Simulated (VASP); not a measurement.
# AlN in VASP: further runs

The runs below take AlN through single point, molecular dynamics, with PBE.

Everything below comes from runs of VASP 6.6.1. Logs are shortened: lines on timing, memory, paths and dates and some standing lists are left out, and cuts for length are marked.

## Step 1: The cell of the first run

It takes space group F-43m (No. 216, cubic). Conventional cell: a = 4.368 Å, b = 4.368 Å, c = 4.368 Å, α = 90.00°, β = 90.00°, γ = 90.00°. Within 2.5 Å of Al (site symmetry -43m) lie 4 N at 1.89 Å. N (site symmetry -43m) has 4 Al at 1.89 Å within 2.5 Å.

## Step 2: Single point, PBE

Contents of INCAR:

```
PREC = Accurate
ENCUT = 520
EDIFF = 1E-6
ISMEAR = 0
SIGMA = 0.1
LREAL = Auto
LASPH = True
NELM = 100
ALGO = Normal
ISIF = 2
LWAVE = False
LCHARG = True
GGA = PE
LELF = True
LVHAR = True
NBANDS = 46
ISYM = 0
```

Contents of KPOINTS:

```
Automatic mesh
0
Gamma
  2 2 2
  0.5 0.5 0.5
```

Contents of POSCAR:

```
AlN
1.0
   -4.3679871192      4.3679871192      0.0000000000
   -4.3679871192      0.0000000000      4.3679871192
    0.0000000000      4.3679871192      4.3679871192
Al N
8 8
Direct
    0.0000000000      0.0000000000      0.0000000000
    0.5000000000      0.0000000000      0.0000000000
    0.0000000000      0.5000000000      0.0000000000
    0.0000000000      0.0000000000      0.5000000000
    0.5000000000      0.5000000000      0.0000000000
    0.5000000000      0.0000000000      0.5000000000
    0.0000000000      0.5000000000      0.5000000000
    0.5000000000      0.5000000000      0.5000000000
    0.6250000000      0.6250000000      0.1250000000
    0.1250000000      0.6250000000      0.1250000000
    0.6250000000      0.1250000000      0.1250000000
    0.6250000000      0.6250000000      0.6250000000
    0.1250000000      0.1250000000      0.1250000000
    0.1250000000      0.6250000000      0.6250000000
    0.6250000000      0.1250000000      0.6250000000
    0.1250000000      0.1250000000      0.6250000000
```

Potentials or basis: VASP PAW PBE potentials, release 64 (Al, N).

Run with:

```bash
> cat potpaw_PBE.64/Al/POTCAR potpaw_PBE.64/N/POTCAR > POTCAR
> mpirun -np 1 vasp_std > vasp.out
```

OUTCAR:

```text
PREC = Accurate
   ENCUT = 520
   EDIFF = 1E-6
   ISMEAR = 0
   LREAL = Auto
   LASPH = True
   NELM = 100
   ISIF = 2
   GGA = PE
   ISYM = 0

 ion  position               nearest neighbor table
   1  0.000  0.000  0.000-  10 1.89  11 1.89  13 1.89  16 1.89   3 3.09   4 3.09   2 3.09   4 3.09
                             6 3.09   7 3.09   3 3.09   5 3.09   7 3.09   2 3.09   5 3.09   6 3.09
   2  0.500  0.000  0.000-   9 1.89  11 1.89  13 1.89  15 1.89   5 3.09   6 3.09   1 3.09   4 3.09
                             6 3.09   8 3.09   3 3.09   5 3.09   8 3.09   1 3.09   3 3.09   4 3.09
   3  0.000  0.500  0.000-   9 1.89  10 1.89  13 1.89  14 1.89   5 3.09   7 3.09   1 3.09   4 3.09
                             7 3.09   8 3.09   1 3.09   2 3.09   4 3.09   2 3.09   5 3.09   8 3.09
   4  0.000  0.000  0.500-  13 1.89  14 1.89  15 1.89  16 1.89   6 3.09   7 3.09   1 3.09   1 3.09
                             2 3.09   3 3.09   3 3.09   7 3.09   8 3.09   2 3.09   6 3.09   8 3.09
   5  0.500  0.500  0.000-   9 1.89  10 1.89  11 1.89  12 1.89   3 3.09   8 3.09   2 3.09   6 3.09
                             7 3.09   8 3.09   1 3.09   2 3.09   6 3.09   1 3.09   3 3.09   7 3.09
   6  0.500  0.000  0.500-  11 1.89  12 1.89  15 1.89  16 1.89   4 3.09   8 3.09   2 3.09   1 3.09
                             2 3.09   5 3.09   5 3.09   7 3.09   8 3.09   1 3.09   4 3.09   7 3.09
   7  0.000  0.500  0.500-  10 1.89  12 1.89  14 1.89  16 1.89   4 3.09   8 3.09   3 3.09   1 3.09
                             3 3.09   5 3.09   1 3.09   4 3.09   6 3.09   5 3.09   6 3.09   8 3.09
   8  0.500  0.500  0.500-   9 1.89  12 1.89  14 1.89  15 1.89   6 3.09   7 3.09   5 3.09   2 3.09
                             3 3.09   5 3.09   2 3.09   4 3.09   6 3.09   3 3.09   4 3.09   7 3.09
   9  0.625  0.625  0.125-   2 1.89   3 1.89   5 1.89   8 1.89
  10  0.125  0.625  0.125-   1 1.89   3 1.89   5 1.89   7 1.89
  11  0.625  0.125  0.125-   1 1.89   2 1.89   5 1.89   6 1.89
  12  0.625  0.625  0.625-   5 1.89   6 1.89   7 1.89   8 1.89
  13  0.125  0.125  0.125-   1 1.89   2 1.89   3 1.89   4 1.89
  14  0.125  0.625  0.625-   3 1.89   4 1.89   7 1.89   8 1.89
  15  0.625  0.125  0.625-   2 1.89   4 1.89   6 1.89   8 1.89
  16  0.125  0.125  0.625-   1 1.89   4 1.89   6 1.89   7 1.89

IMPORTANT INFORMATION: All symmetrisations will be switched off!
NOSYMM: (Re-)initialisation of all symmetry stuff for point group C_1.

----------------------------------------------------------------------------------------

                                     Primitive cell

  volume of cell :     166.6764

  direct lattice vectors                    reciprocal lattice vectors
    -4.367987119  4.367987119  0.000000000    -0.114469202  0.114469202 -0.114469202
    -4.367987119  0.000000000  4.367987119    -0.114469202 -0.114469202  0.114469202
     0.000000000  4.367987119  4.367987119     0.114469202  0.114469202  0.114469202

  length of vectors
     6.177266624  6.177266624  6.177266624     0.198266474  0.198266474  0.198266474

  position of ions in fractional coordinates (direct lattice)
     0.000000000  0.000000000  0.000000000
     0.500000000  0.000000000  0.000000000
     0.000000000  0.500000000  0.000000000
     0.000000000  0.000000000  0.500000000
     0.500000000  0.500000000  0.000000000
     0.500000000  0.000000000  0.500000000
[... 8 lines left out ...]
     0.625000000  0.125000000  0.625000000
     0.125000000  0.125000000  0.625000000

  ion indices of the primitive-cell ions
   primitive index   ion index
                 1           1
                 2           2
                 3           3
                 4           4
                 5           5
                 6           6
[... 8 lines left out ...]
                15          15
                16          16

----------------------------------------------------------------------------------------

 KPOINTS: Automatic mesh

Automatic generation of k-mesh.
 Grid dimensions read from file:
 generate k-points for:    2    2    2

 Generating k-lattice:

  Cartesian coordinates                     Fractional coordinates (reciprocal lattice)
    -0.057234601  0.057234601 -0.057234601     0.500000000  0.000000000  0.000000000
    -0.057234601 -0.057234601  0.057234601     0.000000000  0.500000000  0.000000000
     0.057234601  0.057234601  0.057234601     0.000000000  0.000000000  0.500000000

  Length of vectors
     0.099133237  0.099133237  0.099133237

  Shift w.r.t. Gamma in fractional coordinates (k-lattice)
     0.500000000  0.500000000  0.500000000

 Subroutine IBZKPT returns following result:
 ===========================================

 Found     16 irreducible k-points:

 Following reciprocal coordinates:
            Coordinates               Weight
  0.250000  0.250000  0.250000      2.000000
  0.250000  0.000000  0.000000      2.000000
  0.000000  0.000000 -0.250000      2.000000
  0.000000  0.250000  0.000000      2.000000
 -0.250000  0.250000  0.250000      2.000000
  0.250000 -0.250000  0.250000      2.000000
[... 8 lines left out ...]
  0.000000  0.250000  0.500000      2.000000
  0.500000  0.250000  0.000000      2.000000
   k-points           NKPTS =     16   k-points in BZ     NKDIM =     16   number of bands    NBANDS=     46
   number of dos      NEDOS =    301   number of ions     NIONS =     16
   total plane-waves  NPLWV = 110592
   dimension x,y,z NGX =    48 NGY =   48 NGZ =   48
   dimension x,y,z NGXF=    96 NGYF=   96 NGZF=   96
   ions per type =               8   8
   NGX,Y,Z   is equivalent  to a cutoff of  12.92, 12.92, 12.92 a.u.
   NGXF,Y,Z  is equivalent  to a cutoff of  25.84, 25.84, 25.84 a.u.
 SYSTEM =  unknown system
   PREC   = accura    normal or accurate (medium, high low for compatibility)
   ISTART =      0    job   : 0-new  1-cont  2-samecut
   ICHARG =      2    charge: 1-file 2-atom 10-const
   ISPIN  =      1    spin polarized calculation?
   LNONCOLLINEAR =      F non collinear calculations
   LSORBIT =      F    spin-orbit coupling
   LASPH  =      T    aspherical Exc in radial PAW
   ENCUT  =  520.0 eV  38.22 Ry    6.18 a.u.  11.49 11.49 11.49*2*pi/ulx,y,z
   NELM   =    100;   NELMIN=  2; NELMDL= -5     # of ELM steps
   EDIFF  = 0.1E-05   stopping-criterion for ELM
   LREAL  =      T    real-space projection
   EDIFFG = 0.1E-04   stopping-criterion for IOM
   NSW    =      0    number of steps for IOM
   IBRION =     -1    ionic relax: 0-MD 1-quasi-New 2-CG
   NFREE  =      0    steps in history (QN), initial steepest desc. (CG)
   ISIF   =      2    stress and relaxation
   ISYM   =      0    0-nonsym 1-usesym 2-fastsym
   POTIM  = 0.5000    time-step for ionic-motion
   TEBEG  =    0.0;   TEEND  =   0.0 temperature during run
   PSTRESS=    0.0 pullay stress
   NELECT =      64.0000    total number of electrons
   NUPDOWN=      -1.0000    fix difference up-down
   EMIN   =  10.00;   EMAX   =-10.00  energy-range for DOS
   EFERMI =   0.00;   METHOD = LEGACY
   ISMEAR =     0;   SIGMA  =   0.10  broadening in eV -4-tet -1-fermi 0-gaus
   EFERMI_NEDOS =   21; number of points for ismear=-14 and -15
   IALGO  =     38    algorithm
   IMIX   =      4    mixing-type and parameters
     AMIX     =   0.40;   BMIX     =  1.00
     AMIX_MAG =   1.60;   BMIX_MAG =  1.00
  volume/ion in A,a.u.               =      10.42        70.30
  Fermi-wavevector in a.u.,A,eV,Ry     =   1.189899  2.248583 19.263943  1.415860
  Thomas-Fermi vector in A             =   2.325996
   LORBIT       =      0    0 simple, 1 ext, 2 COOP (PROOUT), +10 PAW based schemes
   GGA     = PE    functional components
   LHFCALC =     F    Hartree Fock is set to
   AEXX    =    0.0000 exact exchange contribution
   IVDW    =     0    specifies the selected vdW correction
   LEPSILON=     F    determine dielectric tensor
   LRPA    =     F    only Hartree local field effects (RPA)
 non-spin polarized calculation
 Gauss-broadening in eV      SIGMA  =   0.10
  energy-cutoff  :      520.00
  volume of cell :      166.68
 maximum number of plane-waves:      4510
 NGX is ok and might be reduce to    48
   NGX = 23   NGY = 23   NGZ = 23

 number of electron      63.9999998 magnetization

 Free energy of the ion-electron system (eV)
  ---------------------------------------------------
  ext. energy  EPLUGINS =         0.00000000
  ---------------------------------------------------
  free energy    TOTEN  =      -118.72449665 eV

  energy without entropy =     -118.72449665  energy(sigma->0) =     -118.72449665

 E-fermi :   6.4027     XC(G=0): -10.9336

 val. band max:        5.8913532390   @ k =   0.0000   0.0000  -0.2500
 cond. band min:      10.1312157241   @ k =   0.0000   0.0000  -0.2500
 fundamental gap:      4.2398624851
 Fermi energy:         6.4027258300

 k-point     1 :       0.2500    0.2500    0.2500
  band No.  band energies     occupation
      1      -8.7838      2.00000
      2      -7.3726      2.00000
      3      -6.8924      2.00000
      4      -6.8923      2.00000
      5      -6.8923      2.00000
      6      -6.4477      2.00000
[... 36 lines left out ...]
     43      14.8062      0.00000
     44      15.2179      0.00000

 k-point     2 :       0.2500    0.0000    0.0000
  band No.  band energies     occupation
      1      -8.7838      2.00000
      2      -7.3726      2.00000
      3      -6.8924      2.00000
      4      -6.8923      2.00000
      5      -6.8923      2.00000
      6      -6.4477      2.00000
[... 36 lines left out ...]
     43      14.8062      0.00000
     44      15.2179      0.00000

 k-point     3 :       0.0000    0.0000   -0.2500
  band No.  band energies     occupation
      1      -8.7838      2.00000
      2      -7.3726      2.00000
      3      -6.8924      2.00000
      4      -6.8923      2.00000
      5      -6.8923      2.00000
      6      -6.4477      2.00000
[... 600 lines left out ...]
     43      15.6777      0.00000
     44      15.9217      0.00000

 k-point    16 :       0.5000    0.2500    0.0000
  band No.  band energies     occupation
      1      -8.2172      2.00000
      2      -7.7333      2.00000
      3      -7.2733      2.00000
      4      -6.9802      2.00000
      5      -6.9801      2.00000
      6      -6.6079      2.00000
[... 36 lines left out ...]
     43      15.6777      0.00000
     44      15.9217      0.00000
 [bands above 44 left out]

------------------------ aborting loop because EDIFF is reached ----------------------------------------

  FORCE on cell =-STRESS in cart. coord.  units (eV):
  Direction    XX          YY          ZZ          XY          YZ          ZX
  --------------------------------------------------------------------------------------
  -------------------------------------------------------------------------------------
  Total        4.8429822      4.8429766      4.8429703      0.0000078     -0.0000016      0.0000064
  in kB       46.5531864     46.5531329     46.5530725      0.0000746     -0.0000158      0.0000613
  external PRESSURE =      46.5531306 kB  Pullay stress =       0.0000000 kB

 VOLUME and BASIS-vectors are now :
 -----------------------------------------------------------------------------
  energy-cutoff  :      520.00
  volume of cell :      166.68
      direct lattice vectors                 reciprocal lattice vectors
    -4.367987119  4.367987119  0.000000000    -0.114469202  0.114469202 -0.114469202
    -4.367987119  0.000000000  4.367987119    -0.114469202 -0.114469202  0.114469202
     0.000000000  4.367987119  4.367987119     0.114469202  0.114469202  0.114469202

 POSITION                                       TOTAL-FORCE (eV/Angst)
 -----------------------------------------------------------------------------------
      0.00000      0.00000      0.00000        -0.000008      0.000002      0.000002
     -2.18399      2.18399      0.00000         0.000009     -0.000004      0.000003
     -2.18399      0.00000      2.18399         0.000005      0.000006     -0.000001
      0.00000      2.18399      2.18399        -0.000010     -0.000004     -0.000002
     -4.36799      2.18399      2.18399        -0.000004     -0.000005     -0.000003
     -2.18399      4.36799      2.18399         0.000007      0.000003     -0.000001
[... 8 lines left out ...]
     -3.27599      5.45998      3.27599        -0.000002     -0.000003      0.000001
     -1.09200      3.27599      3.27599         0.000006      0.000004      0.000002
 -----------------------------------------------------------------------------------
    total drift:                                0.000004      0.000005     -0.000009

  FREE ENERGIE OF THE ION-ELECTRON SYSTEM (eV)
  ---------------------------------------------------
  free  energy   TOTEN  =      -118.7244966491 eV

  energy  without entropy=     -118.7244966491  energy(sigma->0) =     -118.72449665
```

It took 3.2 min on 1 thread of Intel Xeon Platinum 8488C (Sapphire Rapids), shared host; peak memory 0.33 GiB.

What came out:

- Free energy: -118.7245 eV
- Pressure: 4.7 GPa
- Band gap on the k mesh: 4.24 eV

Caveat: the k points lie up to 0.62 Å⁻¹ apart; a shifted mesh leaves out Γ, where band edges can lie. A k mesh can miss the band edges.

## Step 3: Single point, PBE

Contents of INCAR:

```
  ALGO = Normal
  EDIFF = 1E-6
  ENCUT = 520
  GGA = PE
  ISIF = 2
  ISMEAR = -1
  LASPH = True
  LCHARG = False
  LREAL = Auto
  LWAVE = False
  NBANDS = 46
  NELM = 80
  PREC = Accurate
  SIGMA = 0.0388
```

KPOINTS is that of step 2.

Contents of POSCAR:

```
AlN
1.0
   -4.3824988109      4.3824988109      0.0000000000
   -4.3824988109      0.0000000000      4.3824988109
    0.0000000000      4.3824988109      4.3824988109
Al N
8 8
Direct
    0.0035582440      0.0014135771     -0.0058856833
    0.5073189055      0.0048083299     -0.0001988592
    0.0022935545      0.4910571783     -0.0055371378
   -0.0091699968      0.0043887063      0.5021971699
    0.4825878092      0.5142311720      0.0033815183
    0.5065153685     -0.0049909882      0.5031896402
    0.0023593846      0.4957146810      0.4976685891
    0.4988606031      0.5068124592      0.4977155943
    0.6126211588      0.6124347355      0.1413982129
    0.1138106413      0.6225252117      0.1235174323
    0.6318830009      0.1288699722      0.1216049389
    0.6302864232      0.6207167685      0.6238446644
    0.1432684930      0.1276883404      0.1150181715
    0.1262083628      0.6075079800      0.6291899026
    0.6273397024      0.1278068801      0.6308678266
    0.1255158355      0.1265700286      0.6289468906
```

Potentials or basis: VASP PAW PBE potentials, release 64 (Al, N).

Run with:

```bash
> cat potpaw_PBE.64/Al/POTCAR potpaw_PBE.64/N/POTCAR > POTCAR
> mpirun -np 1 vasp_std > vasp.out
```

Wall time 2.9 min (1 thread of Intel Xeon Platinum 8488C (Sapphire Rapids), shared host); peak memory 0.34 GiB.

It converged, with:

| Property | Result |
| --- | --- |
| Free energy | -118.1975 eV |
| Pressure | 3.4 GPa |
| Largest force | 2.301 eV/Å |
| Band gap on the k mesh | 4.00 eV |

Forces in eV/Å, atoms in the order of the input:
```
Al   0.138  0.507  0.564
Al   0.550  0.591 -0.392
Al   0.358 -0.307  0.969
Al  -0.707  0.941 -1.004
Al   0.158  0.708 -1.265
Al  -0.332 -0.521  0.178
Al   0.123 -0.183  0.039
Al   0.936  0.643  0.214
N   -2.134 -0.720 -0.468
N   -0.587  0.065  0.384
N    0.286  0.127  0.573
N    0.098 -0.233  0.806
N    2.007 -0.074  0.263
N   -1.292 -0.868  0.914
N    0.319 -0.508 -0.530
N    0.078 -0.166 -1.243
```

Stress tensor (GPa, compression positive):
```
 3.08 -0.26  1.38
-0.26  3.63  0.79
 1.38  0.79  3.57
```

Levels at points of the mesh, in eV from the valence-band top:
```csv
k point,band 28,band 29,band 30,band 31,band 32,band 33,band 34,band 35,band 36,band 37
"(0.25, 0.25, 0.25)",-0.65,-0.45,-0.36,-0.14,-0.02,4.00,4.10,4.22,4.98,6.96
```

Caveat: the k points lie up to 0.62 Å⁻¹ apart; the atoms stand as in a frame of molecular dynamics; a shifted mesh leaves out Γ, where band edges can lie; forces of over 1 eV/Å act on the atoms, so gaps and moduli don't describe the material at rest. A k mesh can miss the band edges.

[end of part 1 of 2]
